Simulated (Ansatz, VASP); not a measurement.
## Zn4W in VASP and in Ansatz

Contents of INCAR:

```
PREC = Accurate
ENCUT = 520
EDIFF = 1E-7
ISMEAR = 0
SIGMA = 0.1
LREAL = F
LASPH = T
NELM = 100
ALGO = Normal
ISIF = 2
LWAVE = F
LCHARG = F
GGA = PE
NBANDS = 39
```

File KPOINTS:

```
regular mesh
0
Gamma
  4 4 4
```

File POSCAR:

```
Zn4W
1.0
    4.2618588900      0.0000000000      0.0000000000
    0.0000000000      4.2618588900      0.0000000000
    0.0000000000      0.0000000000      4.5831207500
Zn W
4 1
Direct
    0.2922635400      0.0000000000      0.5000000000
    0.7077364600      0.0000000000      0.5000000000
    0.0000000000      0.2922635400      0.5000000000
    0.0000000000      0.7077364600      0.5000000000
    0.0000000000      0.0000000000      0.0000000000
```

Input for Ansatz:

```yaml
crystal:
  lattice:
    - [4.26185889, 0.0, 0.0]
    - [0.0, 4.26185889, 0.0]
    - [0.0, 0.0, 4.58312075]
  atoms:
    - { symbol: Zn, position: [0.29226354, 0.0, 0.5] }
    - { symbol: Zn, position: [0.70773646, 0.0, 0.5] }
    - { symbol: Zn, position: [0.0, 0.29226354, 0.5] }
    - { symbol: Zn, position: [0.0, 0.70773646, 0.5] }
    - { symbol: W, position: [0.0, 0.0, 0.0] }
basis:
  ecutwfc: 420
kpoints:
  mp_grid: { grid: [4, 4, 4] }
hamiltonian:
  xc: pbe
scf:
  occupations: { method: gaussian, width: 0.1 }
  lower_state_search: "off"
output:
  forces: true
  stress: true
  eigenvalues: true
```

Alike in both runs: task single point; functional PBE; k mesh 4 × 4 × 4; occupations gaussian, width 0.1 eV; no spin polarisation.

|  | VASP | Ansatz |
| --- | --- | --- |
| version | VASP 6.6.1 | Ansatz 0.2.0 |
| potentials or method | VASP PAW PBE potentials, release 64 (Zn, W_sv), cutoff 520 eV | scalar-relativistic, plane waves, PAW |
| valence electrons in the cell | 62 | 62 |

Ansatz gave:

| Quantity | Value |
| --- | --- |
| gap on the k mesh at the Fermi level (eV) | none |
| rms of the force components (eV/Å) | 4.359 |

**Question.** Which values does VASP return?

**Answer.** gap on the k mesh at the Fermi level (eV): none; rms of the force components (eV/Å): 4.656.

Atom by atom the forces differ by 0.297 eV/Å (rms over components). A gap of «none» marks a metal or a gap that the smearing closes. With one functional, cell and mesh, what is left measures potentials, basis and numerics.

The k mesh is coarse, so the values compare programs but aren't converged. Spin-orbit coupling is off throughout.
